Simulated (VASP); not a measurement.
Input of a VASP 6.6.1 run:

INCAR

```
SYSTEM = BaTiO3
  PREC = Accurate
  ENCUT = 520
  EDIFF = 1E-6
  ISMEAR = 0
  SIGMA = 0.01
  LREAL = .FALSE.
  LASPH = .TRUE.
  NELM = 150
  ALGO = Normal
  ISIF = 2
  LWAVE = .FALSE.
  LCHARG = .FALSE.
  LMAXMIX = 4
  LDAU = .TRUE.
  LDAUTYPE = 2
  LDAUL = -1 2 -1
  LDAUU = 0 3 0
  LDAUJ = 0 0 0
  LDAUPRINT = 1
  GGA = PE
  NBANDS = 28
```

The input KPOINTS:

```
Automatic mesh
0
G
  4 4 4
  0 0 0
```

File POSCAR:

```
BaTiO3
1.0
    3.9998000000      0.0000000000      0.0000000000
    0.0000000000      3.9998000000      0.0000000000
    0.0000000000      0.0000000000      4.0180000000
Ba Ti O
1 1 3
Direct
    0.0000000000      0.0000000000      0.0000000000
    0.5000000000      0.5000000000      0.4900000000
    0.5000000000      0.5000000000      0.0190000000
    0.5000000000      0.0000000000      0.5170000000
    0.0000000000      0.5000000000      0.5170000000
```

Potentials or basis: VASP PAW PBE potentials, release 64 (Ba_sv, Ti_sv, O).

The run is started by

```console
$ cat potpaw_PBE.64/Ba_sv/POTCAR potpaw_PBE.64/Ti_sv/POTCAR potpaw_PBE.64/O/POTCAR > POTCAR
$ mpirun -np 1 vasp_std > vasp.out
```

Problem. What does it give for the largest force?

Solution. 0.257 eV/Å.

Problem. Predict the band gap on the k mesh.

Solution. 2.11 eV (least direct gap 2.42 eV).

Stress tensor (GPa, compression positive):
```
6.23 0.00 0.00
0.00 6.23 0.00
0.00 0.00 7.46
```

Caveat: the cell stands under pressure; spin-orbit coupling is left out, which moves the levels of the heavy elements. A k mesh can miss the band edges.
